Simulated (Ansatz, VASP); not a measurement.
**One calculation of CsI, two programs**

```xyz
2
Lattice="4.5667 0.0000 0.0000 0.0000 4.5667 0.0000 0.0000 0.0000 4.4754" Properties=species:S:1:pos:R:3 pbc="T T T"
Cs    0.0000    0.0000    0.0000
I     2.2833    2.2833    2.2377
```

Change from the starting cell: strain -0.0200 x Voigt [0, 0, 1, 0, 0, 0], atoms carried along.

Alike in both runs: task single point; functional r2SCAN; k mesh 6 × 6 × 6; occupations gaussian, width 0.05 eV; no spin polarisation.

|  | VASP | Ansatz |
| --- | --- | --- |
| version | VASP 6.6.1 | Ansatz 0.2.0 |
| potentials or method | VASP PAW PBE potentials, release 64 (Cs_sv, I), cutoff 550 eV | scalar-relativistic, plane waves, PAW |
| valence electrons in the cell | 16 | 26 |

```csv
,VASP,Ansatz,Ansatz less VASP
gap on the k mesh at the Fermi level (eV),4.49,4.50,+0.016
least direct gap on the mesh (eV),4.57,4.58,+0.013
pressure (GPa),0.7,0.7,-0.04
"traceless stress, the component that is largest in VASP (GPa)",0.26,0.26,0.000
```

VASP's potentials were made for PBE, not for r2SCAN. With one functional, cell and mesh, what is left measures potentials, basis and numerics. VASP's potentials hold 16 valence electrons a cell and Ansatz's 26, so a difference there can come from the potentials and not from the codes.

Spin-orbit coupling is off throughout.
